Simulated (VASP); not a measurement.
# KTaO3 (Pm-3m) in VASP: settings compared

KTaO3 is run at these levels: PBE, r2SCAN; tasks: single point.

Everything below comes from runs of VASP 6.6.1. Logs are shortened: lines on timing, memory, paths and dates and some standing lists are left out, and cuts for length are marked.

**1. The cell of the first run**

It takes space group Pm-3m (No. 221, cubic). The conventional cell has a = 3.990 Å, b = 3.990 Å, c = 3.990 Å, α = 90.00°, β = 90.00°, γ = 90.00°. Within 3.7 Å of K (site symmetry m-3m) lie 12 O at 2.82 Å and 8 Ta at 3.46 Å. Within 2.6 Å of Ta (site symmetry m-3m) lie 6 O at 2.00 Å. Within 2.6 Å of O (site symmetry 4/mmm) lie 2 Ta at 2.00 Å.

**2. Single point, PBE**

File INCAR:

```
  PREC = Accurate
  ENCUT = 520
  EDIFF = 1E-6
  ISMEAR = 0
  SIGMA = 0.01
  LREAL = False
  LASPH = True
  NELM = 60
  ALGO = Normal
  ISIF = 2
  LWAVE = False
  LCHARG = True
  GGA = PE
  LELF = True
  LVHAR = True
  NBANDS = 27
```

File KPOINTS:

```
regular mesh
0
Gamma
  6 6 6
```

File POSCAR:

```
KTaO3
1.0
    3.9901309710      0.0000000000      0.0000000000
    0.0000000000      3.9901309710      0.0000000000
    0.0000000000      0.0000000000      3.9901309710
K Ta O
1 1 3
Direct
    0.5000000000      0.5000000000      0.5000000000
    0.0000000000      0.0000000000      0.0000000000
    0.5000000000      0.0000000000      0.0000000000
    0.0000000000      0.5000000000      0.0000000000
    0.0000000000      0.0000000000      0.5000000000
```

Potentials or basis: VASP PAW PBE potentials, release 64 (K_sv, Ta_pv, O).

On the command line:

```sh
cat potpaw_PBE.64/K_sv/POTCAR potpaw_PBE.64/Ta_pv/POTCAR potpaw_PBE.64/O/POTCAR > POTCAR
mpirun -np 1 vasp_std > vasp.out
```

OUTCAR:

```text
PREC = Accurate
   ENCUT = 520
   EDIFF = 1E-6
   ISMEAR = 0
   LREAL = False
   LASPH = True
   NELM = 60
   ISIF = 2
   GGA = PE

 ion  position               nearest neighbor table
   1  0.500  0.500  0.500-   3 2.82   4 2.82   5 2.82   3 2.82   4 2.82   3 2.82   5 2.82   3 2.82
                             4 2.82   5 2.82   4 2.82   5 2.82   2 3.46   2 3.46   2 3.46   2 3.46
   2  0.000  0.000  0.000-   3 2.00   4 2.00   5 2.00   5 2.00   4 2.00   3 2.00   1 3.46   1 3.46
                             1 3.46   1 3.46   1 3.46   1 3.46   1 3.46   1 3.46
   3  0.500  0.000  0.000-   2 2.00   2 2.00   1 2.82   1 2.82   1 2.82   1 2.82
   4  0.000  0.500  0.000-   2 2.00   2 2.00   1 2.82   1 2.82   1 2.82   1 2.82
   5  0.000  0.000  0.500-   2 2.00   2 2.00   1 2.82   1 2.82   1 2.82   1 2.82

  LATTYP: Found a simple cubic cell.
 ALAT       =     3.9901309710

  Lattice vectors:

 A1 = (   3.9901309710,   0.0000000000,   0.0000000000)
 A2 = (   0.0000000000,   3.9901309710,   0.0000000000)
 A3 = (   0.0000000000,   0.0000000000,   3.9901309710)

Analysis of symmetry for initial positions (statically):
=====================================================================
 Subroutine PRICEL returns:
 Original cell was already a primitive cell.

 Routine SETGRP: Setting up the symmetry group for a
 simple cubic supercell.

 Subroutine GETGRP returns: Found 48 space group operations
 (whereof 48 operations were pure point group operations)
 out of a pool of 48 trial point group operations.

The static configuration has the point symmetry O_h .

Analysis of symmetry for dynamics (positions and initial velocities):
=====================================================================
 Subroutine PRICEL returns:
 Original cell was already a primitive cell.

 Routine SETGRP: Setting up the symmetry group for a
 simple cubic supercell.

 Subroutine GETGRP returns: Found 48 space group operations
 (whereof 48 operations were pure point group operations)
 out of a pool of 48 trial point group operations.

The dynamic configuration has the point symmetry O_h .

 Subroutine INISYM returns: Found 48 space group operations
 (whereof 48 operations are pure point group operations),
 and found     1 'primitive' translations

----------------------------------------------------------------------------------------

                                     Primitive cell

  volume of cell :      63.5275

  direct lattice vectors                    reciprocal lattice vectors
     3.990130971  0.000000000  0.000000000     0.250618340  0.000000000  0.000000000
     0.000000000  3.990130971  0.000000000     0.000000000  0.250618340  0.000000000
     0.000000000  0.000000000  3.990130971     0.000000000  0.000000000  0.250618340

  length of vectors
     3.990130971  3.990130971  3.990130971     0.250618340  0.250618340  0.250618340

  position of ions in fractional coordinates (direct lattice)
     0.500000000  0.500000000  0.500000000
     0.000000000  0.000000000  0.000000000
     0.500000000  0.000000000  0.000000000
     0.000000000  0.500000000  0.000000000
     0.000000000  0.000000000  0.500000000

  ion indices of the primitive-cell ions
   primitive index   ion index
                 1           1
                 2           2
                 3           3
                 4           4
                 5           5

----------------------------------------------------------------------------------------

 KPOINTS: regular mesh

Automatic generation of k-mesh.
 Grid dimensions read from file:
 generate k-points for:    6    6    6

 Generating k-lattice:

  Cartesian coordinates                     Fractional coordinates (reciprocal lattice)
     0.041769723  0.000000000  0.000000000     0.166666667  0.000000000  0.000000000
     0.000000000  0.041769723  0.000000000     0.000000000  0.166666667  0.000000000
     0.000000000  0.000000000  0.041769723     0.000000000  0.000000000  0.166666667

  Length of vectors
     0.041769723  0.041769723  0.041769723

  Shift w.r.t. Gamma in fractional coordinates (k-lattice)
     0.000000000  0.000000000  0.000000000

 Subroutine IBZKPT returns following result:
 ===========================================

 Found     20 irreducible k-points:

 Following reciprocal coordinates:
            Coordinates               Weight
  0.000000  0.000000  0.000000      1.000000
  0.166667  0.000000  0.000000      6.000000
  0.333333  0.000000  0.000000      6.000000
  0.500000  0.000000  0.000000      3.000000
  0.166667  0.166667  0.000000     12.000000
  0.333333  0.166667  0.000000     24.000000
[... 12 lines left out ...]
  0.500000  0.500000  0.333333      6.000000
  0.500000  0.500000  0.500000      1.000000
   k-points           NKPTS =     20   k-points in BZ     NKDIM =     20   number of bands    NBANDS=     27
   number of dos      NEDOS =    301   number of ions     NIONS =      5
   total plane-waves  NPLWV =  27000
   dimension x,y,z NGX =    30 NGY =   30 NGZ =   30
   dimension x,y,z NGXF=    60 NGYF=   60 NGZF=   60
   ions per type =               1   1   3
   NGX,Y,Z   is equivalent  to a cutoff of  12.50, 12.50, 12.50 a.u.
   NGXF,Y,Z  is equivalent  to a cutoff of  25.00, 25.00, 25.00 a.u.
 SYSTEM =  unknown system
   PREC   = accura    normal or accurate (medium, high low for compatibility)
   ISTART =      0    job   : 0-new  1-cont  2-samecut
   ICHARG =      2    charge: 1-file 2-atom 10-const
   ISPIN  =      1    spin polarized calculation?
   LNONCOLLINEAR =      F non collinear calculations
   LSORBIT =      F    spin-orbit coupling
   LASPH  =      T    aspherical Exc in radial PAW
   ENCUT  =  520.0 eV  38.22 Ry    6.18 a.u.   7.42  7.42  7.42*2*pi/ulx,y,z
   NELM   =     60;   NELMIN=  2; NELMDL= -5     # of ELM steps
   EDIFF  = 0.1E-05   stopping-criterion for ELM
   LREAL  =      F    real-space projection
   EDIFFG = 0.1E-04   stopping-criterion for IOM
   NSW    =      0    number of steps for IOM
   IBRION =     -1    ionic relax: 0-MD 1-quasi-New 2-CG
   NFREE  =      0    steps in history (QN), initial steepest desc. (CG)
   ISIF   =      2    stress and relaxation
   ISYM   =      2    0-nonsym 1-usesym 2-fastsym
   POTIM  = 0.5000    time-step for ionic-motion
   TEBEG  =    0.0;   TEEND  =   0.0 temperature during run
   PSTRESS=    0.0 pullay stress
   NELECT =      38.0000    total number of electrons
   NUPDOWN=      -1.0000    fix difference up-down
   EMIN   =  10.00;   EMAX   =-10.00  energy-range for DOS
   EFERMI =   0.00;   METHOD = LEGACY
   ISMEAR =     0;   SIGMA  =   0.01  broadening in eV -4-tet -1-fermi 0-gaus
   EFERMI_NEDOS =   21; number of points for ismear=-14 and -15
   IALGO  =     38    algorithm
   IMIX   =      4    mixing-type and parameters
     AMIX     =   0.40;   BMIX     =  1.00
     AMIX_MAG =   1.60;   BMIX_MAG =  1.00
  volume/ion in A,a.u.               =      12.71        85.74
  Fermi-wavevector in a.u.,A,eV,Ry     =   1.379375  2.606640 25.887454  1.902674
  Thomas-Fermi vector in A             =   2.504350
   LORBIT       =      0    0 simple, 1 ext, 2 COOP (PROOUT), +10 PAW based schemes
   GGA     = PE    functional components
   LHFCALC =     F    Hartree Fock is set to
   AEXX    =    0.0000 exact exchange contribution
   IVDW    =     0    specifies the selected vdW correction
   LEPSILON=     F    determine dielectric tensor
   LRPA    =     F    only Hartree local field effects (RPA)
 non-spin polarized calculation
 Gauss-broadening in eV      SIGMA  =   0.01
  energy-cutoff  :      520.00
  volume of cell :       63.53
 maximum number of plane-waves:      1743
 NGX is ok and might be reduce to    30
   NGX = 15   NGY = 15   NGZ = 15

 number of electron      37.9999976 magnetization

 Free energy of the ion-electron system (eV)
  ---------------------------------------------------
  ext. energy  EPLUGINS =         0.00000000
  ---------------------------------------------------
  free energy    TOTEN  =       -41.03232293 eV

  energy without entropy =      -41.03232293  energy(sigma->0) =      -41.03232293

 E-fermi :   1.8763     XC(G=0): -10.8667

 val. band max:        1.7932850952   @ k =   0.5000   0.5000   0.5000
 cond. band min:       3.9648786400   @ k =   0.0000   0.0000   0.0000
 fundamental gap:      2.1715935448
 Fermi energy:         1.8762772434

 k-point     1 :       0.0000    0.0000    0.0000
  band No.  band energies     occupation
      1     -32.3384      2.00000
      2     -32.3384      2.00000
      3     -32.3384      2.00000
      4     -25.5311      2.00000
      5     -15.7536      2.00000
      6     -15.0476      2.00000
[... 19 lines left out ...]
     26       9.8564      0.00000
     27       9.8564      0.00000

 k-point     2 :       0.1667    0.0000    0.0000
  band No.  band energies     occupation
      1     -32.3612      2.00000
      2     -32.3375      2.00000
      3     -32.3375      2.00000
      4     -25.5242      2.00000
      5     -15.6848      2.00000
      6     -15.0417      2.00000
[... 19 lines left out ...]
     26      10.1957      0.00000
     27      10.2802      0.00000

 k-point     3 :       0.3333    0.0000    0.0000
  band No.  band energies     occupation
      1     -32.4062      2.00000
      2     -32.3358      2.00000
      3     -32.3358      2.00000
      4     -25.5104      2.00000
      5     -15.6441      2.00000
      6     -15.0303      2.00000
[... 19 lines left out ...]
     26      10.9164      0.00000
     27      11.8136      0.00000

 k-point     4 :       0.5000    0.0000    0.0000
  band No.  band energies     occupation
      1     -32.4284      2.00000
      2     -32.3349      2.00000
      3     -32.3349      2.00000
      4     -25.5035      2.00000
      5     -15.6487      2.00000
      6     -15.0240      2.00000
[... 19 lines left out ...]
     26      11.3046      0.00000
     27      12.2616      0.00000
[... 396 lines left out ...]
      4     -25.4816      2.00000
      5     -14.5609      2.00000
      6     -14.3716      2.00000
[... 19 lines left out ...]
     26      13.0583      0.00000
     27      13.3509      0.00000

 k-point    19 :       0.5000    0.5000    0.3333
  band No.  band energies     occupation
      1     -32.4209      2.00000
      2     -32.4209      2.00000
      3     -32.3981      2.00000
      4     -25.4778      2.00000
      5     -14.4473      2.00000
      6     -14.1425      2.00000
[... 19 lines left out ...]
     26      12.9357      0.00000
     27      13.4323      0.00000

 k-point    20 :       0.5000    0.5000    0.5000
  band No.  band energies     occupation
      1     -32.4200      2.00000
      2     -32.4200      2.00000
      3     -32.4200      2.00000
      4     -25.4740      2.00000
      5     -14.1206      2.00000
      6     -14.1206      2.00000
[... 19 lines left out ...]
     26      12.6450      0.00000
     27      13.9763      0.00000

------------------------ aborting loop because EDIFF is reached ----------------------------------------

  FORCE on cell =-STRESS in cart. coord.  units (eV):
  Direction    XX          YY          ZZ          XY          YZ          ZX
  --------------------------------------------------------------------------------------
  -------------------------------------------------------------------------------------
  Total        2.2936969      2.2936969      2.2936969      0.0000000      0.0000000     -0.0000000
  in kB       57.8475744     57.8475744     57.8475744      0.0000000      0.0000000     -0.0000000
  external PRESSURE =      57.8475744 kB  Pullay stress =       0.0000000 kB

 VOLUME and BASIS-vectors are now :
 -----------------------------------------------------------------------------
  energy-cutoff  :      520.00
  volume of cell :       63.53
      direct lattice vectors                 reciprocal lattice vectors
     3.990130971  0.000000000  0.000000000     0.250618340  0.000000000  0.000000000
     0.000000000  3.990130971  0.000000000     0.000000000  0.250618340  0.000000000
     0.000000000  0.000000000  3.990130971     0.000000000  0.000000000  0.250618340

 POSITION                                       TOTAL-FORCE (eV/Angst)
 -----------------------------------------------------------------------------------
      1.99507      1.99507      1.99507         0.000000      0.000000      0.000000
      0.00000      0.00000      0.00000         0.000000      0.000000      0.000000
      1.99507      0.00000      0.00000         0.000000      0.000000      0.000000
      0.00000      1.99507      0.00000         0.000000      0.000000      0.000000
      0.00000      0.00000      1.99507         0.000000      0.000000      0.000000
 -----------------------------------------------------------------------------------
    total drift:                                0.000000     -0.000000      0.000000

  FREE ENERGIE OF THE ION-ELECTRON SYSTEM (eV)
  ---------------------------------------------------
  free  energy   TOTEN  =       -41.0323229271 eV

  energy  without entropy=      -41.0323229271  energy(sigma->0) =      -41.03232293
```

Wall time 33 s (1 thread of AMD EPYC 7R13 (Zen 3), shared host); peak memory 0.16 GiB.

What came out:

```
Free energy            : -41.0323 eV
Pressure               : 5.8 GPa
Band gap on the k mesh : 2.17 eV, indirect (least direct gap 2.79 eV)
```

Levels at points of the mesh, in eV from the valence-band top:
```csv
k point,band 17,band 18,band 19,band 20,band 21,band 22
"(0.00, 0.00, 0.00)",-0.62,-0.62,-0.62,2.17,2.17,2.17
"(0.50, 0.00, 0.00)",-1.51,-0.85,-0.85,2.33,5.01,5.01
"(0.50, 0.50, 0.00)",-1.43,-1.43,-0.04,5.05,5.05,6.33
"(0.50, 0.50, 0.50)",0.00,0.00,0.00,6.46,6.46,6.46
```

Caveat: spin-orbit coupling is left out, which moves the levels of the heavy elements. Expect the measured gap to be larger: semilocal functionals such as PBE lack the derivative discontinuity.

**3. Single point, r2SCAN**

POSCAR is that of step 2.

File INCAR.step1:

```
SYSTEM = KTaO3
ALGO     = Normal         ! electronic algorithm
EDIFF    = 1E-4           ! SCF threshold, eV
ENCUT    = 520            ! plane-wave cutoff, eV
GGA      = PE             ! functional
ISMEAR   = 0              ! smearing method
LASPH    = .TRUE.         ! aspherical terms in the spheres
LCHARG   = .FALSE.        ! write CHGCAR
LREAL    = .FALSE.        ! projectors in reciprocal space
LWAVE    = .TRUE.         ! write WAVECAR
NBANDS   = 27             ! bands
NELM     = 100            ! most SCF steps
PREC     = Accurate       ! precision mode
SIGMA    = 0.01           ! smearing width, eV
```

File INCAR.step2:

```
SYSTEM = KTaO3
ALGO     = Normal         ! electronic algorithm
EDIFF    = 1E-6           ! SCF threshold, eV
ENCUT    = 520            ! plane-wave cutoff, eV
ISIF     = 2              ! what is computed and relaxed
ISMEAR   = 0              ! smearing method
ISTART   = 1            
LASPH    = .TRUE.         ! aspherical terms in the spheres
LCHARG   = .FALSE.        ! write CHGCAR
LMIXTAU  = .TRUE.       
LREAL    = .FALSE.        ! projectors in reciprocal space
LWAVE    = .FALSE.        ! write WAVECAR
METAGGA  = R2SCAN         ! meta-GGA
NBANDS   = 27             ! bands
NELM     = 100            ! most SCF steps
PREC     = Accurate       ! precision mode
SIGMA    = 0.01           ! smearing width, eV
```

File KPOINTS:

```
k-points
0
G
  6 6 6
  0 0 0
```

Potentials or basis: VASP PAW PBE potentials, release 64 (K_sv, Ta_pv, O).

On the command line:

```sh
cat potpaw_PBE.64/K_sv/POTCAR potpaw_PBE.64/Ta_pv/POTCAR potpaw_PBE.64/O/POTCAR > POTCAR
cp INCAR.step1 INCAR
mpirun -np 1 vasp_std > vasp.out
cp INCAR.step2 INCAR
mpirun -np 1 vasp_std > vasp.out
```

Wall time 2.6 min (1 thread of AMD EPYC 7R13 (Zen 3), shared host); peak memory 0.16 GiB.

Results (log left out):

```
Free energy            : -87.1625 eV
Pressure               : 0.9 GPa
Band gap on the k mesh : 2.59 eV, indirect (least direct gap 3.25 eV)
```

Levels at points of the mesh, in eV from the valence-band top:
| k point | band 17 | band 18 | band 19 | band 20 | band 21 | band 22 |
| --- | --- | --- | --- | --- | --- | --- |
| (0.00, 0.00, 0.00) | -0.65 | -0.65 | -0.65 | 2.59 | 2.59 | 2.59 |
| (0.50, 0.00, 0.00) | -1.54 | -0.89 | -0.89 | 2.75 | 5.43 | 5.43 |
| (0.50, 0.50, 0.00) | -1.46 | -1.46 | -0.04 | 5.46 | 5.46 | 6.77 |
| (0.50, 0.50, 0.50) | 0.00 | 0.00 | 0.00 | 6.91 | 6.91 | 6.91 |

Caveat: the PAW data sets were made with another functional, which shifts forces and pressure a little; spin-orbit coupling is left out, which moves the levels of the heavy elements. r2SCAN opens gaps a little over a GGA but as a rule still falls short of measured ones.
